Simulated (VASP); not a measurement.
Write the native input for VASP 6.6.1 that does the following.

- Task: single point
- Functional: PBE
- Potentials or basis: VASP PAW PBE potentials, release 64 (Hf_pv, O)
- Cutoff: 520 eV
- k mesh: 6 × 6 × 8
- Occupations: gaussian, width 0.05 eV
- Spin: no spin polarisation
- Dipole correction: no
- Further INCAR settings: ALGO = Normal; EDIFF = 1e-06; NBANDS = 31

The structure of HfO2 lies in POSCAR:

```
HfO2
1.0
    4.8812946518      0.0000000000      0.0000000000
    0.0000000000      4.8812946518      0.0000000000
    0.0000000000      0.0000000000      3.2380276120
Hf O
2 4
Direct
   -0.0499768723     -0.0499768723     -0.1065463428
    0.5000000000      0.5000000000      0.5000000000
    0.1948368017      0.8051631983      0.5000000000
    0.3051631983      0.3051631983      0.0000000000
    0.6948368017      0.6948368017      0.0000000000
    0.8051631983      0.1948368017      0.5000000000
```

This cell differs from its parent crystal: atom 1 (Hf) moved by -0.345 Å along [1 1 0] and -0.345 Å along [0 0 1].

The input as run:

INCAR

```
PREC     = Accurate       # precision mode
ENCUT    = 520            # plane-wave cutoff, eV
EDIFF    = 1E-6           # SCF threshold, eV
ISMEAR   = 0              # smearing method
SIGMA    = 0.05           # smearing width, eV
LREAL    = False          # projectors in reciprocal space
LASPH    = True           # aspherical terms in the spheres
NELM     = 60             # most SCF steps
ALGO     = Normal         # electronic algorithm
ISIF     = 2              # what is computed and relaxed
LWAVE    = False          # write WAVECAR
LCHARG   = False          # write CHGCAR
GGA      = PE             # functional
NBANDS   = 31             # bands
```

KPOINTS

```
regular mesh
0
Gamma
  6 6 8
```

Potentials or basis: VASP PAW PBE potentials, release 64 (Hf_pv, O).

Run with:

```sh
$ cat potpaw_PBE.64/Hf_pv/POTCAR potpaw_PBE.64/O/POTCAR > POTCAR
$ mpirun -np 1 vasp_std > vasp.out
```

Results of the run:

The pressure is 10.9 GPa, the largest force is 8.985 eV/Å and the band gap on the k mesh is 3.21 eV.

Caveat: the cell differs from its parent crystal (atom 1 (Hf) moved by -0.345 Å along [1 1 0] and -0.345 Å along [0 0 1]); the stress differs along the axes, from 6 to 13 GPa; spin-orbit coupling is left out, which moves the levels of the heavy elements; forces of over 1 eV/Å act on the atoms, so gaps and moduli don't describe the material at rest.

Run time: 100 s on 1 thread of AMD EPYC 9R45 96-Core Processor (Zen 5) (shared host), peak memory 0.26 GiB.
